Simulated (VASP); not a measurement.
A run of VASP 6.6.1 is set up as follows.

The input INCAR:

```
SYSTEM = CrGa3
PREC = Accurate
ENCUT = 520
EDIFF = 1E-7
ISMEAR = 0
SIGMA = 0.1
LREAL = .False.
LASPH = .True.
NELM = 150
ALGO = Normal
ISIF = 2
LWAVE = .False.
LCHARG = .False.
ISPIN = 2
MAGMOM = 0 0 0 3
LORBIT = 11
LMAXMIX = 4
GGA = PE
NBANDS = 38
```

Contents of KPOINTS:

```
regular mesh
0
Gamma
  6 6 6
  0 0 0
```

The input POSCAR:

```
CrGa3
1.0
    0.0000000000      3.0546592623      3.0546592623
    3.0546592623      0.0000000000      3.0546592623
    3.0546592623      3.0546592623      0.0000000000
Ga Cr
3 1
Direct
    0.2500000000      0.2500000000      0.2500000000
    0.7500000000      0.7500000000      0.7500000000
    0.5000000000      0.5000000000      0.5000000000
    0.0000000000      0.0000000000      0.0000000000
```

Potentials or basis: VASP PAW PBE potentials, release 64 (Ga_d, Cr_pv).

Run with:

```sh
$ cat potpaw_PBE.64/Ga_d/POTCAR potpaw_PBE.64/Cr_pv/POTCAR > POTCAR
$ mpirun -np 1 vasp_std > vasp.out
```

Estimate the pressure.

17.1 GPa.

Estimate the net moment.

3.59 μB per cell.

Caveat: the cell stands under pressure; an empty level that is flat over the whole mesh can mark a ghost state of the potentials, or a narrow d or f band.
